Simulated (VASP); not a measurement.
Write the native input for VASP 6.6.1 that does the following.

- Task: single point
- Functional: PBE
- Potentials or basis: VASP PAW PBE potentials, release 64 (Pd)
- Cutoff: 520 eV
- k mesh: 18 × 18 × 18
- Occupations: fermi-dirac, width 0.05 eV
- Spin: no spin polarisation
- Dipole correction: no
- Further INCAR settings: ALGO = Normal; EDIFF = 1e-06; NBANDS = 11

The structure of Pd lies in POSCAR:

```
Pd
1.0
    0.0000000000      2.0093012257      2.0093012257
    2.0093012257      0.0000000000      2.0093012257
    2.0093012257      2.0093012257      0.0000000000
Pd
1
Direct
    0.0000000000      0.0000000000      0.0000000000
```

These files were run (other wordings do the same):

INCAR

```
ALGO = Normal ; EDIFF = 1E-6
ENCUT = 520 ; GGA = PE
ISIF = 2 ; ISMEAR = -1
LASPH = True ; LCHARG = True
LELF = True ; LREAL = False
LVHAR = True ; LWAVE = False
NBANDS = 11 ; NELM = 60
PREC = Accurate ; SIGMA = 0.05
```

KPOINTS

```
k-points
0
Gamma
  18 18 18
```

Potentials or basis: VASP PAW PBE potentials, release 64 (Pd).

The run is started by

```bash
$ cat potpaw_PBE.64/Pd/POTCAR > POTCAR
$ mpirun -np 1 vasp_std > vasp.out
```

Results of the run:

The pressure is -8.4 GPa and the band gap on the k mesh is zero (band 5 reaches 8.49 eV, above the bottom of band 6 at 7.15 eV).

Run time: 33 s on 1 thread of AMD EPYC 9R14 (Zen 4) (shared host), peak memory 0.14 GiB.
